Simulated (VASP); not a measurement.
Here is a VASP 6.6.1 calculation.

INCAR

```
SYSTEM = H3C18N
PREC     = Accurate       ! precision mode
ENCUT    = 520            ! plane-wave cutoff, eV
EDIFF    = 1E-6           ! SCF threshold, eV
ISMEAR   = 0              ! smearing method
SIGMA    = 0.05           ! smearing width, eV
LREAL    = Auto         
LASPH    = .TRUE.         ! aspherical terms in the spheres
NELM     = 100            ! most SCF steps
ALGO     = Normal         ! electronic algorithm
ISIF     = 2              ! what is computed and relaxed
LWAVE    = .FALSE.        ! write WAVECAR
LCHARG   = .FALSE.        ! write CHGCAR
GGA      = PE             ! functional
IVDW     = 12             ! dispersion correction
NBANDS   = 57             ! bands
```

KPOINTS

```
Automatic mesh
0
G
  2 2 1
  0 0 0
```

POSCAR

```
H3C18N
1.0
    7.3980000000      0.0000000000      0.0000000000
   -3.6990000000      6.4068560000      0.0000000000
    0.0000000000      0.0000000000     11.0000000000
C N H
18 1 3
Direct
    0.0028070129      0.0083388385      0.0611139691
    0.2238716904      0.1189257511      0.0615082975
    0.0029900112      0.3398783707      0.0619598054
    0.2237695655      0.4502638675      0.0620516886
    0.0008884721      0.6730701774      0.0618083127
    0.2257732564      0.7854717520      0.0619601922
    0.3363306249      0.0064484315      0.0618801400
    0.5570995125      0.1168970784      0.0620937159
    0.3342978783      0.3397594988      0.0619694609
    0.5592415389      0.4522257972      0.0621020661
    0.3362300586      0.6751719570      0.0621425723
    0.5572381531      0.7856124626      0.0620594330
    0.6675671514      0.0063423467      0.0619891617
    0.8924889869      0.1188093840      0.0616082089
    0.6695767587      0.3418327948      0.0621143157
    0.8905487779      0.4523677651      0.0620673994
    0.6697453571      0.6732091788      0.0618820147
    0.8904138666      0.7834926068      0.0614813662
    0.0027535601     -0.0140120755      0.3723563369
   -0.1185893970      0.0111916644      0.3897168683
    0.0991922132      0.0420933483      0.4461681452
    0.0832191501      0.0824637039      0.3016029294
```

Potentials or basis: VASP PAW PBE potentials, release 64 (C, N, H).

Launch:

```console
$ cat potpaw_PBE.64/C/POTCAR potpaw_PBE.64/N/POTCAR potpaw_PBE.64/H/POTCAR > POTCAR
$ mpirun -np 1 vasp_std > vasp.out
```

**Question.** Predict the dispersion energy per atom.

**Answer.** -0.080 eV.

**Question.** Estimate the largest force.

**Answer.** 0.067 eV/Å.

**Question.** Estimate the band gap on the k mesh.

**Answer.** 0.22 eV, direct.

Forces in eV/Å, atoms in the order of the input:
```
C   -0.002 -0.001  0.004
C    0.006  0.002  0.005
C    0.001 -0.007  0.000
C   -0.007  0.006  0.002
C    0.006 -0.002  0.000
C    0.003  0.003  0.001
C    0.007  0.001  0.005
C   -0.004 -0.004  0.003
C    0.001 -0.004 -0.002
C    0.005  0.005 -0.002
C   -0.007  0.003  0.002
C   -0.003  0.001 -0.002
C   -0.002  0.005  0.001
C    0.002 -0.003 -0.003
C   -0.007 -0.007  0.001
C    0.003 -0.001 -0.002
C    0.000  0.000 -0.003
C   -0.002 -0.002  0.000
N   -0.008  0.065  0.013
H   -0.006 -0.022 -0.010
H    0.000 -0.021  0.000
H    0.013 -0.017 -0.012
```

Caveat: the k points lie up to 0.49 Å⁻¹ apart.
